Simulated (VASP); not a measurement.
Slab: SnSe, a slab with vacuum.

```
CELL_PARAMETERS angstrom
4.28533 0.00000 0.00000
0.00000 4.28533 0.00000
0.00000 0.00000 10.99069
ATOMIC_POSITIONS crystal
Sn 0.50000 0.00000 0.37223
Sn 0.00000 0.50000 0.62777
Se 0.50000 0.00000 0.61604
Se 0.00000 0.50000 0.38396
```

Base run:

```yaml
Program: VASP 6.6.1
Functional: LDA
Potentials_or_basis: VASP PAW LDA potentials, release 64 (Sn_d, Se)
Cutoff: 520 eV
k_mesh: 8 × 8 × 4
Occupations: gaussian, width 0.05 eV
Spin: no spin polarisation
```

Its results: band gap on the k mesh 0.96 eV, direct; largest force 0.216 eV/Å.

Q: The run is repeated on the same cell with these changes: k mesh from 8 × 8 × 4 to 6 × 6 × 4. What comes out?

A: Band gap on the k mesh 1.45 eV, direct; largest force 0.220 eV/Å.

Caveats: spin-orbit coupling is left out, which moves the levels of the heavy elements.

A k mesh can miss the band edges.
